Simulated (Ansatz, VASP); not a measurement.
C in VASP and in Ansatz

File INCAR:

```
PREC = Accurate
ENCUT = 520
EDIFF = 1E-6
ISMEAR = 0
SIGMA = 0.05
LREAL = F
LASPH = T
NELM = 100
ALGO = Normal
ISIF = 2
LWAVE = F
LCHARG = F
GGA = PE
NBANDS = 11
```

The input KPOINTS:

```
Automatic mesh
0
Gamma
  12 12 12
```

POSCAR

```
C
1.0
    0.0000000000      1.7709524612      1.7288037926
    1.7709524612      0.0000000000      1.7288037926
    1.7709524612      1.7709524612      0.0000000000
C
2
Direct
    0.5000000000      0.5000000000      0.5000000000
    0.7500000000      0.7500000000      0.7500000000
```

Input for Ansatz:

```yaml
crystal:
  lattice:
    - [0.0, 1.7709524612, 1.7288037926]
    - [1.7709524612, 0.0, 1.7288037926]
    - [1.7709524612, 1.7709524612, 0.0]
  atoms:
    - { symbol: C, position: [0.5, 0.5, 0.5] }
    - { symbol: C, position: [0.75, 0.75, 0.75] }
basis:
  ecutwfc: 520.0
kpoints:
  mp_grid: { grid: [12, 12, 12] }
hamiltonian:
  xc: pbe
  pseudopotentials: { kind: paw, azcp: { folder: soft_1 } }
scf:
  occupations: { method: gaussian, width: 0.05 }
output:
  forces: true
  stress: true
  eigenvalues: true
```

Alike in both runs: task single point; functional PBE; k mesh 12 × 12 × 12; occupations gaussian, width 0.05 eV; no spin polarisation.

```csv
,VASP,Ansatz
version,VASP 6.6.1,Ansatz 0.2.0
potentials or method,"VASP PAW PBE potentials, release 64 (C), cutoff 520 eV","scalar-relativistic, plane waves, PAW"
valence electrons in the cell,8,8
```

|  | VASP | Ansatz | Ansatz less VASP |
| --- | --- | --- | --- |
| gap on the k mesh at the Fermi level (eV) | 3.63 | 3.64 | +0.009 |
| least direct gap on the mesh (eV) | 5.27 | 5.28 | +0.004 |
| pressure (GPa) | 24.2 | 23.3 | -0.82 |
| traceless stress, the component that is largest in VASP (GPa) | 15.27 | 15.27 | +0.006 |

The functional is the same, so the differences come from potentials, cutoffs and numerics.
